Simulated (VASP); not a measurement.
Cd2SO:

```
CELL_PARAMETERS angstrom
3.65083 0.00000 0.00000
0.00000 3.65083 0.00000
0.00000 0.00000 5.03288
ATOMIC_POSITIONS crystal
O 0.00000 0.00000 0.00000
Cd 0.00000 0.00000 0.50000
Cd 0.50000 0.50000 0.00000
S 0.50000 0.50000 0.50000
```

Base run:

```yaml
Program: VASP 6.6.1
Functional: PBE
Potentials_or_basis: VASP PAW PBE potentials, release 64 (O, Cd, S)
Cutoff: 600 eV
k_mesh: 6 × 6 × 6
Occupations: fermi-dirac, width 0.02 eV
Spin: no spin polarisation
```

Its results: band gap on the k mesh 0.07 eV (least direct gap 1.01 eV); pressure 3.6 GPa.

The run is repeated on the same cell with these changes: functional from PBE to LDA; potentials or basis from VASP PAW PBE potentials, release 64 (O, Cd, S) to VASP PAW LDA potentials, release 64 (O, Cd, S). What comes out?

Band gap on the k mesh zero (bands 18 and 19 overlap by 0.14 eV); pressure -4.8 GPa.

Caveats: semilocal functionals underestimate gaps, and a narrow one can read as zero; the cell stands under pressure (at least some runs); the cell stands under tension (at least some runs).

A k mesh can miss the band edges.
